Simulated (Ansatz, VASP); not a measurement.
AlNi in VASP and in Ansatz

```
Al Ni
1.0
     1.92017   -1.92012    0.00000
     1.92017    1.92012    0.00000
     0.00000    0.00000    3.02190
Al Ni
1 1
Direct
  0.00000 0.00000 0.00000
  0.50000 0.50000 0.50000
```

Alike in both runs: task single point; functional PBEsol; k mesh 16 × 16 × 16; occupations gaussian, width 0.15 eV; no spin polarisation.

|  | VASP | Ansatz |
| --- | --- | --- |
| version | VASP 6.6.1 | Ansatz 0.2.0 |
| potentials or method | VASP PAW PBE potentials, release 64 (Al, Ni), cutoff 520 eV | scalar-relativistic, plane waves, PAW |
| valence electrons in the cell | 13 | 21 |

|  | VASP | Ansatz | Ansatz less VASP |
| --- | --- | --- | --- |
| gap on the k mesh at the Fermi level (eV) | none | none | - |
| pressure (GPa) | 10.5 | 10.3 | -0.20 |
| traceless stress, the component that is largest in VASP (GPa) | -4.54 | -4.39 | +0.146 |

VASP's potentials were made for PBE, not for PBEsol, and Ansatz warns of the same on its side. A gap of «none» marks a metal or a gap that the smearing closes. VASP's potentials hold 13 valence electrons a cell and Ansatz's 21, so a difference there can come from the potentials and not from the codes. Ansatz's warnings: near symmetry operations not taken.
